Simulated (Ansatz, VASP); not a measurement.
**HgTe: VASP beside Ansatz**

```
CELL_PARAMETERS angstrom
0.00000 3.22350 3.19127
3.22350 0.00000 3.19127
3.22350 3.22350 0.00000
ATOMIC_POSITIONS crystal
Hg 0.00000 0.00000 0.00000
Te 0.75000 0.75000 0.75000
```

Change from the starting cell: zz strain of -1 %.

Alike in both runs: task single point; functional LDA; k mesh 11 × 11 × 11; occupations fermi-dirac, width 0.03 eV; no spin polarisation.

```csv
,VASP,Ansatz
version,VASP 6.6.1,Ansatz 0.2.0
potentials or method,"VASP PAW LDA potentials, release 64 (Hg, Te), cutoff 520 eV","all-electron LAPW, scalar-relativistic"
```

|  | VASP | Ansatz | Ansatz less VASP |
| --- | --- | --- | --- |
| pressure (GPa) | 0.5 | 0.2 | -0.26 |
| traceless stress, the component that is largest in VASP (GPa) | 0.11 | 0.11 | +0.001 |

LDA's correlation is that of Perdew and Zunger in VASP and of Perdew and Wang (1992) in Ansatz. Ansatz ran all-electron here, and VASP with PAW potentials.

Spin-orbit coupling is off throughout.
